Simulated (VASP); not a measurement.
# Au (Fm-3m) in VASP: notebook

Aim: see how the results for Au move with the level of theory and the settings. Levels: LDA, PBE+D4. Tasks: single point.

Everything below comes from runs of VASP 6.6.1. Logs are shortened: lines on timing, memory, paths and dates and some standing lists are left out, and cuts for length are marked.

## Step 1: The cell of the first run

The structure is cubic, space group Fm-3m (No. 225). The conventional cell has a = 4.043 Å, b = 4.043 Å, c = 4.043 Å, α = 90.00°, β = 90.00°, γ = 90.00°. Au (site symmetry m-3m) has 12 Au at 2.86 Å within 3.8 Å.

## Step 2: Single point, LDA

INCAR

```
SYSTEM = Au
PREC = Accurate
ENCUT = 520
EDIFF = 1E-6
ISMEAR = -1
SIGMA = 0.05
LREAL = .FALSE.
LASPH = .TRUE.
NELM = 60
ALGO = Normal
ISIF = 2
LWAVE = .FALSE.
LCHARG = .FALSE.
NBANDS = 12
```

KPOINTS

```
Automatic mesh
0
G
  11 11 11
  0 0 0
```

POSCAR

```
Au
1.0
    0.0000000000      2.0213418704      2.0213418704
    2.0213418704      0.0000000000      2.0213418704
    2.0213418704      2.0213418704      0.0000000000
Au
1
Direct
    0.0000000000      0.0000000000      0.0000000000
```

Potentials or basis: VASP PAW LDA potentials, release 64 (Au).

Launch:

```bash
$ cat potpaw_LDA.64/Au/POTCAR > POTCAR
$ mpirun -np 1 vasp_std > vasp.out
```

OUTCAR:

```text
SYSTEM = Au
   PREC = Accurate
   ENCUT = 520
   EDIFF = 1E-6
   ISMEAR = -1
   LREAL = .FALSE.
   LASPH = .TRUE.
   NELM = 60
   ISIF = 2

 ion  position               nearest neighbor table
   1  0.000  0.000  0.000-

  LATTYP: Found a face centered cubic cell.
 ALAT       =     4.0426837408

  Lattice vectors:

 A1 = (   0.0000000000,   2.0213418704,   2.0213418704)
 A2 = (   2.0213418704,   0.0000000000,   2.0213418704)
 A3 = (   2.0213418704,   2.0213418704,   0.0000000000)

Analysis of symmetry for initial positions (statically):
=====================================================================
 Subroutine PRICEL returns:
 Original cell was already a primitive cell.

 Routine SETGRP: Setting up the symmetry group for a
 face centered cubic supercell.

 Subroutine GETGRP returns: Found 48 space group operations
[... 9 lines left out ...]

 Routine SETGRP: Setting up the symmetry group for a
 face centered cubic supercell.

 Subroutine GETGRP returns: Found 48 space group operations
[... 11 lines left out ...]
                                     Primitive cell

  volume of cell :      16.5177

  direct lattice vectors                    reciprocal lattice vectors
     0.000000000  2.021341870  2.021341870    -0.247360433  0.247360433  0.247360433
     2.021341870  0.000000000  2.021341870     0.247360433 -0.247360433  0.247360433
     2.021341870  2.021341870  0.000000000     0.247360433  0.247360433 -0.247360433

  length of vectors
     2.858609087  2.858609087  2.858609087     0.428440837  0.428440837  0.428440837

  position of ions in fractional coordinates (direct lattice)
     0.000000000  0.000000000  0.000000000

  ion indices of the primitive-cell ions
   primitive index   ion index
                 1           1

----------------------------------------------------------------------------------------

 KPOINTS: Automatic mesh

Automatic generation of k-mesh.
 Grid dimensions read from file:
 generate k-points for:   11   11   11

 Generating k-lattice:

  Cartesian coordinates                     Fractional coordinates (reciprocal lattice)
    -0.022487312  0.022487312  0.022487312     0.090909091  0.000000000  0.000000000
     0.022487312 -0.022487312  0.022487312     0.000000000  0.090909091  0.000000000
     0.022487312  0.022487312 -0.022487312     0.000000000  0.000000000  0.090909091

  Length of vectors
     0.038949167  0.038949167  0.038949167

  Shift w.r.t. Gamma in fractional coordinates (k-lattice)
     0.000000000  0.000000000  0.000000000
[... 51 lines left out ...]
   EDIFF  = 0.1E-05   stopping-criterion for ELM
   LREAL  =      F    real-space projection
   EDIFFG = 0.1E-04   stopping-criterion for IOM
   NSW    =      0    number of steps for IOM
   IBRION =     -1    ionic relax: 0-MD 1-quasi-New 2-CG
   NFREE  =      0    steps in history (QN), initial steepest desc. (CG)
   ISIF   =      2    stress and relaxation
   ISYM   =      2    0-nonsym 1-usesym 2-fastsym
   POTIM  = 0.5000    time-step for ionic-motion
   TEBEG  =    0.0;   TEEND  =   0.0 temperature during run
   PSTRESS=    0.0 pullay stress
   NELECT =      11.0000    total number of electrons
   NUPDOWN=      -1.0000    fix difference up-down
   EMIN   =  10.00;   EMAX   =-10.00  energy-range for DOS
[... 5 lines left out ...]
     AMIX     =   0.40;   BMIX     =  1.00
     AMIX_MAG =   1.60;   BMIX_MAG =  1.00
  volume/ion in A,a.u.               =      16.52       111.47
  Fermi-wavevector in a.u.,A,eV,Ry     =   1.429627  2.701603 27.808026  2.043832
  Thomas-Fermi vector in A             =   2.549560
   LORBIT       =      0    0 simple, 1 ext, 2 COOP (PROOUT), +10 PAW based schemes
   GGA     = CA    functional components
   LHFCALC =     F    Hartree Fock is set to
   AEXX    =    0.0000 exact exchange contribution
   IVDW    =     0    specifies the selected vdW correction
   LEPSILON=     F    determine dielectric tensor
   LRPA    =     F    only Hartree local field effects (RPA)
 non-spin polarized calculation
  energy-cutoff  :      520.00
  volume of cell :       16.52
 maximum number of plane-waves:       459
 NGX is ok and might be reduce to    24
   NGX = 11   NGY = 11   NGZ = 11

 number of electron      10.9999999 magnetization

 Free energy of the ion-electron system (eV)
  ---------------------------------------------------
  ext. energy  EPLUGINS =         0.00000000
  ---------------------------------------------------
  free energy    TOTEN  =        -4.45409221 eV

  energy without entropy =       -4.45246899  energy(sigma->0) =       -4.45328060

 E-fermi :   9.8114     XC(G=0): -13.1641

 val. band max:        9.6853442188   @ k =   0.4545   0.2727   0.0000
 cond. band min:       9.9004986220   @ k =  -0.4545   0.0909   0.0000
 fundamental gap:      0.2151544032
 Fermi energy:         9.8114256655

 k-point     1 :       0.0000    0.0000    0.0000
  band No.  band energies     occupation
      1      -0.4263      2.00000
      2       4.9416      2.00000
      3       4.9416      2.00000
      4       4.9416      2.00000
      5       6.5657      2.00000
      6       6.5657      2.00000
      7      24.2628      0.00000
      8      28.3947      0.00000
      9      28.3947      0.00000
     10      28.3947      0.00000
     11      33.5258      0.00000
     12      38.4630      0.00000
[... 331 lines left out ...]
 k-point    24 :      -0.1818    0.1818    0.0000
  band No.  band energies     occupation
      1       2.2149      2.00000
      2       4.2933      2.00000
      3       5.1502      2.00000
      4       5.8649      2.00000
      5       5.9154      2.00000
      6       7.8292      2.00000
      7      21.3544      0.00000
      8      23.4072      0.00000
      9      27.5896      0.00000
     10      29.0611      0.00000
     11      31.9972      0.00000
     12      34.7005      0.00000

 [... further k-points ...]

------------------------ aborting loop because EDIFF is reached ----------------------------------------

  FORCE on cell =-STRESS in cart. coord.  units (eV):
  Direction    XX          YY          ZZ          XY          YZ          ZX
  --------------------------------------------------------------------------------------
  -------------------------------------------------------------------------------------
  Total        0.1242886      0.1242886      0.1242886      0.0000000      0.0000000     -0.0000000
  in kB       12.0556990     12.0556990     12.0556990      0.0000000      0.0000000     -0.0000000
  external PRESSURE =      12.0556990 kB  Pullay stress =       0.0000000 kB

 VOLUME and BASIS-vectors are now :
 -----------------------------------------------------------------------------
  energy-cutoff  :      520.00
  volume of cell :       16.52
      direct lattice vectors                 reciprocal lattice vectors
     0.000000000  2.021341870  2.021341870    -0.247360433  0.247360433  0.247360433
     2.021341870  0.000000000  2.021341870     0.247360433 -0.247360433  0.247360433
     2.021341870  2.021341870  0.000000000     0.247360433  0.247360433 -0.247360433

 POSITION                                       TOTAL-FORCE (eV/Angst)
 -----------------------------------------------------------------------------------
      0.00000      0.00000      0.00000         0.000000      0.000000      0.000000
 -----------------------------------------------------------------------------------
    total drift:                               -0.000000      0.000000      0.000000

  FREE ENERGIE OF THE ION-ELECTRON SYSTEM (eV)
  ---------------------------------------------------
  free  energy   TOTEN  =        -4.4540922059 eV

  energy  without entropy=       -4.4524689903  energy(sigma->0) =       -4.45328060
```

OSZICAR:

```text
N       E                     dE             d eps       ncg     rms          rms(c)
DAV:   1     0.492221529565E+02    0.49222E+02   -0.55366E+03  1400   0.822E+02
DAV:   2    -0.405991270772E+01   -0.53282E+02   -0.50160E+02  1592   0.191E+02
DAV:   3    -0.478031701470E+01   -0.72040E+00   -0.71957E+00  1628   0.211E+01
DAV:   4    -0.478262924552E+01   -0.23122E-02   -0.23121E-02  1596   0.137E+00
DAV:   5    -0.478264482088E+01   -0.15575E-04   -0.15577E-04  1688   0.106E-01    0.106E+01
DAV:   6    -0.448136328130E+01    0.30128E+00   -0.80041E-01  1428   0.717E+00    0.648E+00
DAV:   7    -0.445757082306E+01    0.23792E-01   -0.66737E-02  1568   0.203E+00    0.297E+00
DAV:   8    -0.445409305074E+01    0.34778E-02   -0.18388E-03  1524   0.436E-01    0.255E-01
DAV:   9    -0.445409229549E+01    0.75525E-06   -0.11203E-05  1612   0.269E-02    0.208E-02
DAV:  10    -0.445409220588E+01    0.89614E-07   -0.10606E-06  1468   0.712E-03
   1 F= -.44540922E+01 E0= -.44532806E+01  d E =-.162322E-02
```

stdout:

```text
POSCAR found type information on POSCAR Au
 POSCAR found :  1 types and       1 ions
 scaLAPACK will be used
 LDA part: xc-table for (Slater(with rela. corr.)+CA(PZ))
 , standard interpolation
 POSCAR, INCAR and KPOINTS ok, starting setup
 FFT: planning ... GRIDC
 FFT: planning ... GRID_SOFT
 FFT: planning ... GRID
 WAVECAR not read
 entering main loop
```

Wall time 5.6 s (1 thread of Intel Xeon 6975P-C, shared host); peak memory 0.14 GiB.

What came out:

| Property | Result |
| --- | --- |
| Free energy | -4.4541 eV |
| Pressure | 1.2 GPa |

Caveat: spin-orbit coupling is left out, which moves the levels of the heavy elements.

## Step 3: Single point, PBE+D4

This run uses another cell than the first one, of 17.53 Å³/atom, 1.061 times its volume.

INCAR

```
PREC     = Accurate       # precision mode
ENCUT    = 520            # plane-wave cutoff, eV
EDIFF    = 1E-6           # SCF threshold, eV
ISMEAR   = -1             # smearing method
SIGMA    = 0.05           # smearing width, eV
LREAL    = False          # projectors in reciprocal space
LASPH    = True           # aspherical terms in the spheres
NELM     = 100            # most SCF steps
ALGO     = Fast           # electronic algorithm
ISIF     = 2              # what is computed and relaxed
LWAVE    = False          # write WAVECAR
LCHARG   = False          # write CHGCAR
GGA      = PE             # functional
IVDW     = 13             # dispersion correction
NBANDS   = 12             # bands
```

KPOINTS

```
regular mesh
0
Gamma
  11 11 11
```

POSCAR

```
Au
1.0
    0.0000000000      2.0617793868      2.0617793868
    2.0617793868      0.0000000000      2.0617793868
    2.0617793868      2.0617793868      0.0000000000
Au
1
Direct
    0.0000000000      0.0000000000      0.0000000000
```

Potentials or basis: VASP PAW PBE potentials, release 64 (Au).

Launch:

```bash
$ cat potpaw_PBE.64/Au/POTCAR > POTCAR
$ mpirun -np 1 vasp_std > vasp.out
```

It took 7.5 s on 1 thread of Intel Xeon 6975P-C, shared host; peak memory 0.15 GiB.

The run converged. Its results:

| Item | Value |
| --- | --- |
| Free energy | -3.8859 eV |
| Pressure | -2.1 GPa |
| Dispersion energy per atom | -0.661 eV |

Levels at points of the mesh, in eV from the Fermi level:
```tsv
k point	band 4	band 5	band 6	band 7	band 8	band 9
(0.00, 0.00, 0.00)	-4.61	-3.17	-3.17	14.49	18.32	18.32
```

Caveat: spin-orbit coupling is left out, which moves the levels of the heavy elements; pairwise dispersion overbinds metals, which lowers pressure and volume.

## Step 4: Single point, PBE+D4

This run uses another cell than the first one, of 17.87 Å³/atom, 1.082 times its volume.

INCAR

```
SYSTEM = Au
ALGO     = Normal         ! electronic algorithm
EDIFF    = 1E-6           ! SCF threshold, eV
ENCUT    = 520            ! plane-wave cutoff, eV
GGA      = PE             ! functional
ISIF     = 2              ! what is computed and relaxed
ISMEAR   = -1             ! smearing method
IVDW     = 13             ! dispersion correction
LASPH    = .TRUE.         ! aspherical terms in the spheres
LCHARG   = .TRUE.         ! write CHGCAR
LELF     = .TRUE.         ! ELF
LREAL    = .FALSE.        ! projectors in reciprocal space
LVHAR    = .TRUE.       
LWAVE    = .FALSE.        ! write WAVECAR
NBANDS   = 12             ! bands
NELM     = 80             ! most SCF steps
PREC     = Accurate       ! precision mode
SIGMA    = 0.05           ! smearing width, eV
```

KPOINTS

```
k-points
0
G
  11 11 11
  0 0 0
```

POSCAR

```
Au
1.0
    0.0000000000      2.0749120936      2.0749120936
    2.0749120936      0.0000000000      2.0749120936
    2.0749120936      2.0749120936      0.0000000000
Au
1
Direct
    0.0000000000      0.0000000000      0.0000000000
```

Potentials or basis: VASP PAW PBE potentials, release 64 (Au).

Launch:

```bash
$ cat potpaw_PBE.64/Au/POTCAR > POTCAR
$ mpirun -np 1 vasp_std > vasp.out
```

OUTCAR:

```text
SYSTEM = Au
   EDIFF = 1E-6
   ENCUT = 520
   GGA = PE
   ISIF = 2
   ISMEAR = -1
   IVDW = 13
   LASPH = .TRUE.
   LREAL = .FALSE.
   NELM = 80
   PREC = Accurate

 ion  position               nearest neighbor table
   1  0.000  0.000  0.000-

  LATTYP: Found a face centered cubic cell.
 ALAT       =     4.1498241872

  Lattice vectors:

 A1 = (   0.0000000000,   2.0749120936,   2.0749120936)
 A2 = (   2.0749120936,   0.0000000000,   2.0749120936)
 A3 = (   2.0749120936,   2.0749120936,   0.0000000000)

Analysis of symmetry for initial positions (statically):
=====================================================================
 Subroutine PRICEL returns:
 Original cell was already a primitive cell.

 Routine SETGRP: Setting up the symmetry group for a
 face centered cubic supercell.

 Subroutine GETGRP returns: Found 48 space group operations
 (whereof 48 operations were pure point group operations)
 out of a pool of 48 trial point group operations.

The static configuration has the point symmetry O_h .

Analysis of symmetry for dynamics (positions and initial velocities):
[... 170 lines left out ...]
      5       5.6520      2.00000
      6       5.6520      2.00000
      7      23.2837      0.00000
      8      27.0096      0.00000
      9      27.0096      0.00000
     10      27.0096      0.00000
     11      31.7694      0.00000
     12      35.9059      0.00000
[... 331 lines left out ...]
 k-point    24 :      -0.1818    0.1818    0.0000
  band No.  band energies     occupation
      1       1.8123      2.00000
      2       3.7087      2.00000
      3       4.4539      2.00000
      4       5.0670      2.00000
      5       5.1046      2.00000
      6       6.7729      2.00000
      7      19.7775      0.00000
      8      21.6385      0.00000
      9      26.1768      0.00000
     10      27.7243      0.00000
     11      29.9000      0.00000
     12      32.5657      0.00000

 [... further k-points ...]

------------------------ aborting loop because EDIFF is reached ----------------------------------------

  DFT-D4 for vdW energy calculation

  Edisp (eV):   -0.64918

  FORCE on cell =-STRESS in cart. coord.  units (eV):
  Direction    XX          YY          ZZ          XY          YZ          ZX
  --------------------------------------------------------------------------------------
  -------------------------------------------------------------------------------------
  Total      -0.54752    -0.54752    -0.54752     0.00000     0.00000     0.00000
  in kB     -49.10038   -49.10038   -49.10038     0.00000     0.00000     0.00000
  external pressure =      -49.10 kB  Pullay stress =        0.00 kB

 VOLUME and BASIS-vectors are now :
 -----------------------------------------------------------------------------
  energy-cutoff  :      520.00
  volume of cell :       17.87
      direct lattice vectors                 reciprocal lattice vectors
     0.000000000  2.074912094  2.074912094    -0.240974064  0.240974064  0.240974064
     2.074912094  0.000000000  2.074912094     0.240974064 -0.240974064  0.240974064
     2.074912094  2.074912094  0.000000000     0.240974064  0.240974064 -0.240974064

 POSITION                                       TOTAL-FORCE (eV/Angst)
 -----------------------------------------------------------------------------------
      0.00000      0.00000      0.00000         0.000000      0.000000      0.000000
 -----------------------------------------------------------------------------------
    total drift:                               -0.000000      0.000000      0.000000

  FREE ENERGIE OF THE ION-ELECTRON SYSTEM (eV)
  ---------------------------------------------------
  free  energy   TOTEN  =        -3.8785679098 eV

  energy  without entropy=       -3.8777347975  energy(sigma->0) =       -3.87815135
```

OSZICAR:

```text
N       E                     dE             d eps       ncg     rms          rms(c)
DAV:   1     0.502658374319E+02    0.50266E+02   -0.54874E+03  1368   0.806E+02
DAV:   2    -0.273925631052E+01   -0.53005E+02   -0.50083E+02  1596   0.186E+02
DAV:   3    -0.348907728913E+01   -0.74982E+00   -0.74894E+00  1588   0.211E+01
DAV:   4    -0.349178360203E+01   -0.27063E-02   -0.27061E-02  1624   0.149E+00
DAV:   5    -0.349180489420E+01   -0.21292E-04   -0.21293E-04  1672   0.125E-01    0.808E+00
DAV:   6    -0.324710692480E+01    0.24470E+00   -0.68833E-01  1460   0.663E+00    0.525E+00
DAV:   7    -0.323125067716E+01    0.15856E-01   -0.55218E-02  1584   0.190E+00    0.263E+00
DAV:   8    -0.322939049945E+01    0.18602E-02   -0.11497E-03  1480   0.283E-01    0.238E-01
DAV:   9    -0.322937796811E+01    0.12531E-04   -0.73522E-06  1648   0.229E-02    0.204E-02
DAV:  10    -0.322938385799E+01   -0.58899E-05   -0.31144E-06  1548   0.174E-02    0.233E-03
DAV:  11    -0.322938378556E+01    0.72428E-07   -0.69197E-08   836   0.203E-03
   1 F= -.38785679E+01 E0= -.38781514E+01  d E =-.833112E-03
```

It took 7.5 s on 1 thread of Intel Xeon 6975P-C, shared host; peak memory 0.15 GiB.

Results:

```
Free energy                : -3.8786 eV
Pressure                   : -4.9 GPa
Dispersion energy per atom : -0.649 eV
```

Caveat: spin-orbit coupling is left out, which moves the levels of the heavy elements; pairwise dispersion overbinds metals, which lowers pressure and volume.

## Step 5: Summary

```tsv
level	potentials or basis	cell	gap on the mesh (eV)	pressure (GPa)
LDA	VASP PAW LDA potentials, release 64 (Au)	a = 2.859 Å, angles 60.0°, 1 atom	none	1.2
PBE+D4	VASP PAW PBE potentials, release 64 (Au)	a = 2.916 Å, angles 60.0°, 1 atom	none	-2.1
PBE+D4	VASP PAW PBE potentials, release 64 (Au)	a = 2.934 Å, angles 60.0°, 1 atom	none	-4.9
```

Alike in all rows: task single point; no spin polarisation; k mesh 11 × 11 × 11; cutoff (eV) 520; smearing fermi-dirac 0.05 eV.

Caveats: spin-orbit coupling is left out, which moves the levels of the heavy elements; pairwise dispersion overbinds metals, which lowers pressure and volume (some runs).

Total energies depend on the potentials used, so only differences within one code and one set of settings carry meaning.
